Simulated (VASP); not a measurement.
# CuO (Pm-3m) in VASP: a series of runs

CuO is run at these levels: PBE+D4, PBE+U; tasks: single point.

All numbers are computed with VASP 6.6.1; they aren't measurements. Logs are shortened: lines on timing, memory, paths and dates and some standing lists are left out, and cuts for length are marked.

## Step 1: The cell of the first run

It takes space group Pm-3m (No. 221, cubic). Conventional cell: a = 2.614 Å, b = 2.614 Å, c = 2.614 Å, α = 90.00°, β = 90.00°, γ = 90.00°. Cu (site symmetry m-3m) has 8 O at 2.26 Å and 6 Cu at 2.61 Å within 3.0 Å. Within 3.0 Å of O (site symmetry m-3m) lie 8 Cu at 2.26 Å and 6 O at 2.61 Å.

## Step 2: Single point, PBE+D4

Contents of INCAR:

```
ALGO     = Normal         # electronic algorithm
EDIFF    = 1E-6           # SCF threshold, eV
ENCUT    = 520            # plane-wave cutoff, eV
GGA      = PE             # functional
ISIF     = 2              # what is computed and relaxed
ISMEAR   = -1             # smearing method
IVDW     = 13             # dispersion correction
LASPH    = True           # aspherical terms in the spheres
LCHARG   = False          # write CHGCAR
LREAL    = False          # projectors in reciprocal space
LWAVE    = False          # write WAVECAR
NBANDS   = 16             # bands
NELM     = 60             # most SCF steps
PREC     = Accurate       # precision mode
SIGMA    = 0.05           # smearing width, eV
```

Contents of KPOINTS:

```
k-points
0
Gamma
  10 10 10
```

Contents of POSCAR:

```
CuO
1.0
    2.6138785762      0.0000000000      0.0000000000
    0.0000000000      2.6138785762      0.0000000000
    0.0000000000      0.0000000000      2.6138785762
Cu O
1 1
Direct
    0.0000000000      0.0000000000      0.0000000000
    0.5000000000      0.5000000000      0.5000000000
```

Potentials or basis: VASP PAW PBE potentials, release 64 (Cu, O).

On the command line:

```sh
cat potpaw_PBE.64/Cu/POTCAR potpaw_PBE.64/O/POTCAR > POTCAR
mpirun -np 1 vasp_std > vasp.out
```

OUTCAR:

```text
EDIFF = 1E-6
   ENCUT = 520
   GGA = PE
   ISIF = 2
   ISMEAR = -1
   IVDW = 13
   LASPH = True
   LREAL = False
   NELM = 60
   PREC = Accurate

 ion  position               nearest neighbor table
   1  0.000  0.000  0.000-   2 2.26   2 2.26   2 2.26   2 2.26   2 2.26   2 2.26   2 2.26   2 2.26

   2  0.500  0.500  0.500-   1 2.26   1 2.26   1 2.26   1 2.26   1 2.26   1 2.26   1 2.26   1 2.26

  LATTYP: Found a simple cubic cell.
 ALAT       =     2.6138785762

  Lattice vectors:

 A1 = (   2.6138785762,   0.0000000000,   0.0000000000)
 A2 = (   0.0000000000,   2.6138785762,   0.0000000000)
 A3 = (   0.0000000000,   0.0000000000,   2.6138785762)

Analysis of symmetry for initial positions (statically):
=====================================================================
 Subroutine PRICEL returns:
 Original cell was already a primitive cell.

 Routine SETGRP: Setting up the symmetry group for a
 simple cubic supercell.

 Subroutine GETGRP returns: Found 48 space group operations
 (whereof 48 operations were pure point group operations)
 out of a pool of 48 trial point group operations.

The static configuration has the point symmetry O_h .

Analysis of symmetry for dynamics (positions and initial velocities):
=====================================================================
 Subroutine PRICEL returns:
 Original cell was already a primitive cell.

 Routine SETGRP: Setting up the symmetry group for a
 simple cubic supercell.

 Subroutine GETGRP returns: Found 48 space group operations
 (whereof 48 operations were pure point group operations)
 out of a pool of 48 trial point group operations.

The dynamic configuration has the point symmetry O_h .

 Subroutine INISYM returns: Found 48 space group operations
 (whereof 48 operations are pure point group operations),
 and found     1 'primitive' translations

----------------------------------------------------------------------------------------

                                     Primitive cell

  volume of cell :      17.8590

  direct lattice vectors                    reciprocal lattice vectors
     2.613878576  0.000000000  0.000000000     0.382573242  0.000000000  0.000000000
     0.000000000  2.613878576  0.000000000     0.000000000  0.382573242  0.000000000
     0.000000000  0.000000000  2.613878576     0.000000000  0.000000000  0.382573242

  length of vectors
     2.613878576  2.613878576  2.613878576     0.382573242  0.382573242  0.382573242

  position of ions in fractional coordinates (direct lattice)
     0.000000000  0.000000000  0.000000000
     0.500000000  0.500000000  0.500000000

  ion indices of the primitive-cell ions
   primitive index   ion index
                 1           1
                 2           2

----------------------------------------------------------------------------------------

 KPOINTS: k-points

Automatic generation of k-mesh.
 Grid dimensions read from file:
 generate k-points for:   10   10   10

 Generating k-lattice:

  Cartesian coordinates                     Fractional coordinates (reciprocal lattice)
     0.038257324  0.000000000  0.000000000     0.100000000  0.000000000  0.000000000
     0.000000000  0.038257324  0.000000000     0.000000000  0.100000000  0.000000000
     0.000000000  0.000000000  0.038257324     0.000000000  0.000000000  0.100000000

  Length of vectors
     0.038257324  0.038257324  0.038257324

  Shift w.r.t. Gamma in fractional coordinates (k-lattice)
     0.000000000  0.000000000  0.000000000

 Subroutine IBZKPT returns following result:
 ===========================================

 Found     56 irreducible k-points:

 Following reciprocal coordinates:
            Coordinates               Weight
  0.000000  0.000000  0.000000      1.000000
  0.100000  0.000000  0.000000      6.000000
  0.200000  0.000000  0.000000      6.000000
  0.300000  0.000000  0.000000      6.000000
  0.400000  0.000000  0.000000      6.000000
  0.500000  0.000000  0.000000      3.000000
[... 16 lines left out ...]
  0.200000  0.100000  0.100000     24.000000
[... 45 lines left out ...]
 cond. band min:       6.6594741004   @ k =   0.5000   0.4000   0.2000
 fundamental gap:      0.0377854382
 Fermi energy:         6.6562958640

 k-point     1 :       0.0000    0.0000    0.0000
  band No.  band energies     occupation
      1     -12.7919      2.00000
      2       3.3308      2.00000
      3       3.3308      2.00000
      4       4.7910      2.00000
      5       4.7910      2.00000
      6       4.7910      2.00000
[... 8 lines left out ...]
     15      26.6338      0.00000
     16      39.7572      0.00000

 k-point     2 :       0.1000    0.0000    0.0000
  band No.  band energies     occupation
      1     -12.6897      2.00000
      2       2.9886      2.00000
      3       3.3560      2.00000
      4       4.3576      2.00000
      5       4.3576      2.00000
      6       4.3844      2.00000
[... 8 lines left out ...]
     15      27.4431      0.00000
     16      37.0447      0.00000

 k-point     3 :       0.2000    0.0000    0.0000
  band No.  band energies     occupation
      1     -12.4062      2.00000
      2       1.6945      2.00000
      3       3.4224      2.00000
      4       3.8952      2.00000
      5       3.8952      2.00000
      6       4.4787      2.00000
[... 8 lines left out ...]
     15      29.3990      0.00000
     16      33.9424      0.00000

 k-point     4 :       0.3000    0.0000    0.0000
  band No.  band energies     occupation
      1     -12.0182      2.00000
      2       0.2580      2.00000
      3       3.5057      2.00000
      4       3.5362      2.00000
      5       3.5362      2.00000
      6       4.9245      2.00000
[... 8 lines left out ...]
     15      31.3720      0.00000
     16      32.0633      0.00000
[... 324 lines left out ...]
 k-point    22 :       0.1000    0.1000    0.1000
  band No.  band energies     occupation
      1     -12.4921      2.00000
      2       3.0679      2.00000
      3       3.0679      2.00000
      4       3.1243      2.00000
      5       4.4479      2.00000
      6       4.4479      2.00000
[... 8 lines left out ...]
     15      27.9882      0.00000
     16      35.0977      0.00000

 k-point    23 :       0.2000    0.1000    0.1000
  band No.  band energies     occupation
      1     -12.2226      2.00000
      2       1.8224      2.00000
      3       3.0845      2.00000
      4       3.3051      2.00000
      5       4.0519      2.00000
      6       4.6580      2.00000
[... 8 lines left out ...]
     15      30.0704      0.00000
     16      33.6564      0.00000

 k-point    24 :       0.3000    0.1000    0.1000
  band No.  band energies     occupation
      1     -11.8561      2.00000
      2       0.4939      2.00000
      3       3.0586      2.00000
      4       3.4361      2.00000
      5       3.8163      2.00000
      6       4.8705      2.00000
[... 8 lines left out ...]
     15      32.4307      0.00000
     16      32.6838      0.00000

 [... further k-points ...]

------------------------ aborting loop because EDIFF is reached ----------------------------------------

  DFT-D4 for vdW energy calculation

  Edisp (eV):   -0.70433

  FORCE on cell =-STRESS in cart. coord.  units (eV):
  Direction    XX          YY          ZZ          XY          YZ          ZX
  --------------------------------------------------------------------------------------
  -------------------------------------------------------------------------------------
  Total       0.01552     0.01552     0.01552     0.00000     0.00000     0.00000
  in kB       1.39201     1.39201     1.39201     0.00000     0.00000     0.00000
  external pressure =        1.39 kB  Pullay stress =        0.00 kB

 VOLUME and BASIS-vectors are now :
 -----------------------------------------------------------------------------
  energy-cutoff  :      520.00
  volume of cell :       17.86
      direct lattice vectors                 reciprocal lattice vectors
     2.613878576  0.000000000  0.000000000     0.382573242  0.000000000  0.000000000
     0.000000000  2.613878576  0.000000000     0.000000000  0.382573242  0.000000000
     0.000000000  0.000000000  2.613878576     0.000000000  0.000000000  0.382573242

 POSITION                                       TOTAL-FORCE (eV/Angst)
 -----------------------------------------------------------------------------------
      0.00000      0.00000      0.00000         0.000000      0.000000      0.000000
      1.30694      1.30694      1.30694         0.000000      0.000000      0.000000
 -----------------------------------------------------------------------------------
    total drift:                                0.000000      0.000000      0.000000

  FREE ENERGIE OF THE ION-ELECTRON SYSTEM (eV)
  ---------------------------------------------------
  free  energy   TOTEN  =        -9.3172027852 eV

  energy  without entropy=       -9.2918246598  energy(sigma->0) =       -9.30451372
```

Run time: 25 s. Hardware: 1 thread of Intel Xeon 8259CL, shared host; peak memory 0.13 GiB.

Results:

* Free energy: -9.3172 eV
* Pressure: 0.1 GPa
* Dispersion energy per atom: -0.352 eV

Caveat: an odd number of electrons without spin polarisation forces a metal; a magnetic or distorted state may lie lower; semilocal functionals often make such compounds metallic where correlation or magnetic order opens a gap, which also shifts bond lengths; pairwise dispersion overbinds metals, which lowers pressure and volume. With open d or f shells a metallic result of PBE can be an artefact of self-interaction; +U or a hybrid may open a gap.

## Step 3: Single point, PBE+U

This run uses another cell than the first one, of 9.18 Å³/atom, 1.029 times its volume.

Contents of INCAR:

```
PREC = Accurate
ENCUT = 520
EDIFF = 1E-7
ISMEAR = -1
SIGMA = 0.05
LREAL = F
LASPH = T
NELM = 150
ALGO = Normal
ISIF = 2
LWAVE = F
LCHARG = F
LMAXMIX = 4
LDAU = T
LDAUTYPE = 2
LDAUL = 2 -1
LDAUU = 1 0
LDAUJ = 0 0
LDAUPRINT = 1
GGA = PE
NBANDS = 16
```

Contents of KPOINTS:

```
regular mesh
0
Gamma
  10 10 10
```

Contents of POSCAR:

```
CuO
1.0
    2.6385595539      0.0000000000      0.0000000000
    0.0000000000      2.6385595539      0.0000000000
    0.0000000000      0.0000000000      2.6385595539
Cu O
1 1
Direct
    0.0000000000      0.0000000000      0.0000000000
    0.5000000000      0.5000000000      0.5000000000
```

Potentials or basis: VASP PAW PBE potentials, release 64 (Cu, O).

On the command line:

```sh
cat potpaw_PBE.64/Cu/POTCAR potpaw_PBE.64/O/POTCAR > POTCAR
mpirun -np 1 vasp_std > vasp.out
```

Run time: 26 s. Hardware: 1 thread of Intel Xeon 8259CL, shared host; peak memory 0.13 GiB.

Results (log left out):

```yaml
Free_energy: -8.2549 eV
Pressure: -1.0 GPa
```

Levels at points of the mesh, in eV from the Fermi level:
| k point | band 5 | band 6 | band 7 | band 8 | band 9 | band 10 | band 11 | band 12 | band 13 | band 14 |
| --- | --- | --- | --- | --- | --- | --- | --- | --- | --- | --- |
| (0.00, 0.00, 0.00) | -1.71 | -1.71 | -1.64 | -1.64 | -1.64 | 0.87 | 15.70 | 15.70 | 19.75 | 19.75 |
| (0.50, 0.00, 0.00) | -3.07 | -1.58 | -1.22 | 0.42 | 0.42 | 6.58 | 7.96 | 17.71 | 17.80 | 17.80 |
| (0.50, 0.50, 0.00) | -2.15 | -2.08 | -2.08 | -1.27 | -0.79 | 5.32 | 11.45 | 11.45 | 17.12 | 24.58 |
| (0.50, 0.50, 0.50) | -1.24 | -1.24 | 0.28 | 0.28 | 0.28 | 7.21 | 7.21 | 7.21 | 13.14 | 21.95 |

Eigenvalues of the final occupation matrices:
```
    site  spin  trace               eigenvalues
site 1 d     1   4.61  0.90 0.90 0.90 0.95 0.95
site 1 d     2   4.61  0.90 0.90 0.90 0.95 0.95
```

Caveat: an odd number of electrons without spin polarisation forces a metal; a magnetic or distorted state may lie lower; U without spin polarisation on a metal has little footing.

## Step 4: Single point, PBE+U

This run uses another cell than the first one, of 9.22 Å³/atom, 1.033 times its volume.

Contents of INCAR:

```
SYSTEM = CuO
  PREC = Accurate
  ENCUT = 520
  EDIFF = 1E-7
  ISMEAR = -1
  SIGMA = 0.05
  LREAL = .False.
  LASPH = .True.
  NELM = 150
  ALGO = Normal
  ISIF = 2
  LWAVE = .False.
  LCHARG = .True.
  LMAXMIX = 4
  LDAU = .True.
  LDAUTYPE = 2
  LDAUL = 2 -1
  LDAUU = 2 0
  LDAUJ = 0 0
  LDAUPRINT = 1
  GGA = PE
  LELF = .True.
  LVHAR = .True.
  NBANDS = 16
```

Contents of KPOINTS:

```
Automatic mesh
0
Gamma
  10 10 10
  0 0 0
```

Contents of POSCAR:

```
CuO
1.0
    2.6420238277      0.0000000000      0.0000000000
    0.0000000000      2.6420238277      0.0000000000
    0.0000000000      0.0000000000      2.6420238277
Cu O
1 1
Direct
    0.0000000000      0.0000000000      0.0000000000
    0.5000000000      0.5000000000      0.5000000000
```

On the command line:

```sh
cat potpaw_PBE.64/Cu/POTCAR potpaw_PBE.64/O/POTCAR > POTCAR
mpirun -np 1 vasp_std > vasp.out
```

Wall time 27 s (1 thread of Intel Xeon 8259CL, shared host); peak memory 0.13 GiB.

The run converged. Its results:

```yaml
Free_energy: -7.9027 eV
Pressure: -2.2 GPa
```

Levels at points of the mesh, in eV from the Fermi level:
| k point | band 5 | band 6 | band 7 | band 8 | band 9 | band 10 | band 11 | band 12 | band 13 | band 14 |
| --- | --- | --- | --- | --- | --- | --- | --- | --- | --- | --- |
| (0.00, 0.00, 0.00) | -1.72 | -1.72 | -1.63 | -1.63 | -1.63 | 1.00 | 15.69 | 15.69 | 19.85 | 19.85 |
| (0.50, 0.00, 0.00) | -3.18 | -1.66 | -1.32 | 0.42 | 0.42 | 6.71 | 8.05 | 17.82 | 17.93 | 17.93 |
| (0.50, 0.50, 0.00) | -2.22 | -2.15 | -2.15 | -1.40 | -0.72 | 5.44 | 11.56 | 11.56 | 17.12 | 24.60 |
| (0.50, 0.50, 0.50) | -1.37 | -1.37 | 0.26 | 0.26 | 0.26 | 7.38 | 7.38 | 7.38 | 13.28 | 21.91 |

Eigenvalues of the final occupation matrices:
| site | spin | trace | eigenvalues |
| --- | --- | --- | --- |
| site 1 d | 1 | 4.62 | 0.91 0.91 0.91 0.95 0.95 |
| site 1 d | 2 | 4.62 | 0.91 0.91 0.91 0.95 0.95 |

Caveat: an odd number of electrons without spin polarisation forces a metal; a magnetic or distorted state may lie lower; U without spin polarisation on a metal has little footing.

## Step 5: Single point, PBE+U

This run uses another cell than the first one, of 9.26 Å³/atom, 1.037 times its volume.

Contents of INCAR:

```
  ALGO = Normal
  EDIFF = 1E-7
  ENCUT = 520
  GGA = PE
  ISIF = 2
  ISMEAR = -1
  LASPH = True
  LCHARG = True
  LDAU = True
  LDAUJ = 0 0
  LDAUL = 2 -1
  LDAUPRINT = 1
  LDAUTYPE = 2
  LDAUU = 3 0
  LELF = True
  LMAXMIX = 4
  LREAL = False
  LVHAR = True
  LWAVE = False
  NBANDS = 16
  NELM = 150
  PREC = Accurate
  SIGMA = 0.05
```

Contents of KPOINTS:

```
k-points
0
Gamma
  10 10 10
```

Contents of POSCAR:

```
CuO
1.0
    2.6461129573      0.0000000000      0.0000000000
    0.0000000000      2.6461129573      0.0000000000
    0.0000000000      0.0000000000      2.6461129573
Cu O
1 1
Direct
    0.0000000000      0.0000000000      0.0000000000
    0.5000000000      0.5000000000      0.5000000000
```

On the command line:

```sh
cat potpaw_PBE.64/Cu/POTCAR potpaw_PBE.64/O/POTCAR > POTCAR
mpirun -np 1 vasp_std > vasp.out
```

Wall time 26 s (1 thread of Intel Xeon 8259CL, shared host); peak memory 0.14 GiB.

The run converged. Its results:

| Quantity | Value |
| --- | --- |
| Free energy | -7.5639 eV |
| Pressure | -3.4 GPa |

Levels at points of the mesh, in eV from the Fermi level:
```
           k point  band 5  band 6  band 7  band 8  band 9  band 10  band 11  band 12  band 13  band 14
(0.00, 0.00, 0.00)   -1.80   -1.80   -1.54   -1.54   -1.54     1.13    15.68    15.68    19.95    19.95
(0.50, 0.00, 0.00)   -3.28   -1.74   -1.42    0.43    0.43     6.84     8.13    17.94    18.06    18.06
(0.50, 0.50, 0.00)   -2.29   -2.23   -2.23   -1.52   -0.65     5.56    11.66    11.66    17.11    24.52
(0.50, 0.50, 0.50)   -1.49   -1.49    0.23    0.23    0.23     7.54     7.54     7.54    13.42    21.86
```

Eigenvalues of the final occupation matrices:
```tsv
site	spin	trace	eigenvalues
site 1 d	1	4.64	0.91 0.91 0.91 0.96 0.96
site 1 d	2	4.64	0.91 0.91 0.91 0.96 0.96
```

Caveat: an odd number of electrons without spin polarisation forces a metal; a magnetic or distorted state may lie lower; U without spin polarisation on a metal has little footing.

## Step 6: Single point, PBE+U

This run uses another cell than the first one, of 9.31 Å³/atom, 1.043 times its volume.

Contents of INCAR:

```
SYSTEM = CuO
PREC = Accurate ; ENCUT = 520
EDIFF = 1E-6 ; ISMEAR = -1
SIGMA = 0.05 ; LREAL = .False.
LASPH = .True. ; NELM = 150
ALGO = Normal ; ISIF = 2
LWAVE = .False. ; LCHARG = .True.
LMAXMIX = 4 ; LDAU = .True.
LDAUTYPE = 2 ; LDAUL = 2 -1
LDAUU = 4 0 ; LDAUJ = 0 0
LDAUPRINT = 1 ; GGA = PE
LELF = .True. ; LVHAR = .True.
NBANDS = 16
```

Contents of KPOINTS:

```
Automatic mesh
0
Gamma
  10 10 10
  0 0 0
```

Contents of POSCAR:

```
CuO
1.0
    2.6508237737      0.0000000000      0.0000000000
    0.0000000000      2.6508237737      0.0000000000
    0.0000000000      0.0000000000      2.6508237737
Cu O
1 1
Direct
    0.0000000000      0.0000000000      0.0000000000
    0.5000000000      0.5000000000      0.5000000000
```

Potentials or basis: VASP PAW PBE potentials, release 64 (Cu, O).

On the command line:

```sh
cat potpaw_PBE.64/Cu/POTCAR potpaw_PBE.64/O/POTCAR > POTCAR
mpirun -np 1 vasp_std > vasp.out
```

It took 26 s on 1 thread of Intel Xeon 8259CL, shared host; peak memory 0.13 GiB.

The run converged. Its results:

```
Free energy : -7.2387 eV
Pressure    : -4.3 GPa
```

Levels at points of the mesh, in eV from the Fermi level:
```csv
k point,band 6,band 7,band 8,band 9,band 10,band 11,band 12,band 13
"(0.00, 0.00, 0.00)",-1.88,-1.46,-1.46,-1.46,1.26,15.66,15.66,20.04
"(0.50, 0.00, 0.00)",-1.83,-1.52,0.43,0.43,6.96,8.21,18.05,18.18
"(0.50, 0.50, 0.00)",-2.31,-2.31,-1.64,-0.58,5.67,11.76,11.76,17.09
"(0.50, 0.50, 0.50)",-1.61,0.20,0.20,0.20,7.72,7.72,7.72,13.55
```

Eigenvalues of the final occupation matrices:
```tsv
site	spin	trace	eigenvalues
site 1 d	1	4.66	0.91 0.91 0.91 0.96 0.96
site 1 d	2	4.66	0.91 0.91 0.91 0.96 0.96
```

Caveat: an odd number of electrons without spin polarisation forces a metal; a magnetic or distorted state may lie lower; U without spin polarisation on a metal has little footing.

## Step 7: Summary

```csv
level,U,cell,gap on the mesh (eV),pressure (GPa)
PBE+D4,-,"a = 2.614 Å, 2 atoms",none,0.1
PBE+U,Cu d U = 1.0 eV,"a = 2.639 Å, 2 atoms",none,-1.0
PBE+U,Cu d U = 2.0 eV,"a = 2.642 Å, 2 atoms",none,-2.2
PBE+U,Cu d U = 3.0 eV,"a = 2.646 Å, 2 atoms",none,-3.4
PBE+U,Cu d U = 4.0 eV,"a = 2.651 Å, 2 atoms",none,-4.3
```

Alike in all rows: task single point; potentials or basis VASP PAW PBE potentials, release 64 (Cu, O); no spin polarisation; k mesh 10 × 10 × 10; cutoff (eV) 520; smearing fermi-dirac 0.05 eV.

Caveats: an odd number of electrons without spin polarisation forces a metal; a magnetic or distorted state may lie lower; U without spin polarisation on a metal has little footing (some runs); semilocal functionals often make such compounds metallic where correlation or magnetic order opens a gap, which also shifts bond lengths (some runs); pairwise dispersion overbinds metals, which lowers pressure and volume (some runs).

Absolute energies hang on the potentials; compare differences alone.
